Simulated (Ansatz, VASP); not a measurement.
**Two plane-wave programs on LiSe3**

```
CELL_PARAMETERS angstrom
3.75816 0.00000 0.00000
-1.87908 3.25466 0.00000
0.00000 0.00000 7.78082
ATOMIC_POSITIONS crystal
Li 0.00000 0.00000 0.50000
Se 0.66667 0.33333 0.68149
Se 0.66667 0.33333 0.31851
Se 0.66667 0.33333 0.00000
```

Alike in both runs: functional PBE; k mesh 6 × 6 × 4; occupations gaussian, width 0.1 eV; no spin polarisation.

Ansatz relaxed the structure, and its values are those at the end. VASP's run is a single point on that final structure, the one shown.

|  | VASP | Ansatz |
| --- | --- | --- |
| version | VASP 6.6.1 | Ansatz 0.2.0 |
| potentials or method | VASP PAW PBE potentials, release 64 (Li_sv, Se), cutoff 520 eV | scalar-relativistic, plane waves, PAW |
| valence electrons in the cell | 21 | 51 |

VASP gave:

| Property | Result |
| --- | --- |
| gap on the k mesh at the Fermi level (eV) | none |
| rms of the force components (eV/Å) | 0.004 |

Q: Which values does Ansatz return?

A: gap on the k mesh at the Fermi level (eV): none; rms of the force components (eV/Å): 0.006.

A gap of «none» marks a metal or a gap that the smearing closes. The functional is the same, so the differences come from potentials, cutoffs and numerics. VASP's potentials hold 21 valence electrons a cell and Ansatz's 51, so a difference there can come from the potentials and not from the codes.

Noted on VASP's run: the cutoff is short for stress, so the pressure is rough.
